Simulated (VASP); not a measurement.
Wanted: the native input for a VASP 6.6.1 run.

| Property | Result |
| --- | --- |
| Task | single point |
| Functional | PBE |
| Potentials or basis | VASP PAW PBE potentials, release 64 (Te) |
| Cutoff | 520 eV |
| k mesh | 16 × 16 × 16 |
| Occupations | fermi-dirac, width 0.08 eV |
| Spin | no spin polarisation |
| Dipole correction | no |
| Further INCAR settings | ALGO = Normal; EDIFF = 1e-06; NBANDS = 9 |

The structure of Te lies in POSCAR:

```
Te
1.0
   -1.6312522945      1.6312522945      1.6312522945
    1.6312522945     -1.6312522945      1.6312522945
    1.6312522945      1.6312522945     -1.6312522945
Te
1
Direct
    0.0000000000      0.0000000000      0.0000000000
```

This isn't the form of Te at room conditions, which is trigonal, of chains.

These files were run (other wordings do the same):

INCAR

```
SYSTEM = Te
PREC = Accurate ; ENCUT = 520
EDIFF = 1E-6 ; ISMEAR = -1
SIGMA = 0.08 ; LREAL = .False.
LASPH = .True. ; NELM = 100
ALGO = Normal ; ISIF = 2
LWAVE = .False. ; LCHARG = .False.
GGA = PE ; NBANDS = 9
```

KPOINTS

```
regular mesh
0
Gamma
  16 16 16
  0 0 0
```

Potentials or basis: VASP PAW PBE potentials, release 64 (Te).

The run is started by

```console
$ cat potpaw_PBE.64/Te/POTCAR > POTCAR
$ mpirun -np 1 vasp_std > vasp.out
```

It gave:

```
Pressure               : 87.4 GPa
Band gap on the k mesh : zero (bands 3 and 4 overlap by 13.09 eV)
```

Caveat: the cell stands under pressure; spin-orbit coupling is left out, which moves the levels of the heavy elements.

Wall time 43 s on 1 thread of AMD EPYC 7R13, with other jobs on the host, peak memory 0.12 GiB.
